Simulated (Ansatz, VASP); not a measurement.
## Be3TeSe2 in VASP and in Ansatz

```
Be Te Se
1.0
     4.15739    0.00000    0.00000
    -2.07869    3.60040    0.00000
     0.00000    0.00000    8.72811
Be Te Se
3 1 2
Direct
  0.00000 0.00000 0.70034
  0.33333 0.66667 0.40204
  0.66667 0.33333 0.72926
  0.00000 0.00000 0.30718
  0.33333 0.66667 0.03763
  0.00000 0.00000 0.03865
```

Alike in both runs: task relaxation of cell and atoms; functional PBE; k mesh 6 × 6 × 2; occupations gaussian, width 0.1 eV; no spin polarisation.

|  | VASP | Ansatz |
| --- | --- | --- |
| version | VASP 6.6.1 | Ansatz 0.2.0 |
| potentials or method | VASP PAW PBE potentials, release 64 (Be, Te, Se), cutoff 600 eV | scalar-relativistic, plane waves, PAW |
| valence electrons in the cell | 24 | 54 |

Ansatz gave:

| Quantity | Value |
| --- | --- |
| gap on the k mesh at the Fermi level, each at its own relaxed structure (eV) | none |
| relaxed volume (Å³/atom) | 20.93 |
| relaxed cell length with the largest relative difference (Å) | 10.976 |

Question: Which values does VASP return?

Answer: gap on the k mesh at the Fermi level, each at its own relaxed structure (eV): none; relaxed volume (Å³/atom): 20.89; relaxed cell length with the largest relative difference (Å): 10.959.

A gap of «none» marks a metal or a gap that the smearing closes. VASP's potentials hold 24 valence electrons a cell and Ansatz's 54, so a difference there can come from the potentials and not from the codes.

Neither program's run includes spin-orbit coupling.
